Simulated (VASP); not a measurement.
Runs of VASP 6.6.1 on ZrWS3. The structure is that of space group Pm-3m (No. 221), or close to it. The cells are those of the table. 

| task | spin | cell | k mesh | cutoff (eV) | gap on the mesh (eV) | pressure (GPa) | moment (μB) |
| --- | --- | --- | --- | --- | --- | --- | --- |
| single point | collinear, ferromagnetic start | a = 4.652 Å, 5 atoms | 8 × 8 × 8 | 520 | none | (a) | 0.00 |
| single point | collinear, ferrimagnetic start | a = 4.587 Å, 5 atoms | 4 × 4 × 4 | 520 | none | 4.9 | (b) |
| relaxation of cell and atoms | collinear, ferrimagnetic start | relaxed from a = 4.587 Å, 5 atoms | 4 × 4 × 4 | 600 | - | 0.0 | 0.95 |
| single point | off | a = 4.587 Å, 5 atoms | 4 × 4 × 4 | 520 | none | 4.2 | - |
| single point | collinear, ferrimagnetic start | a = 4.649 Å, 5 atoms | 4 × 4 × 4 | 520 | none | 0.0 | 0.95 |

Alike in all rows: level PBE; potentials or basis VASP PAW PBE potentials, release 64 (Zr_sv, W_sv, S); smearing gaussian 0.1 eV.

Fill in the values left out.

(a) -1.1; (b) 0.93.

Caveats: spin-orbit coupling is left out, which moves the levels of the heavy elements; the bands computed are all filled at some k points, so no gap is given (some runs).

A k mesh can miss the band edges, and the runs leave out spin-orbit coupling on W, Zr.

A gap of «none» marks levels without a gap at the run's occupations.
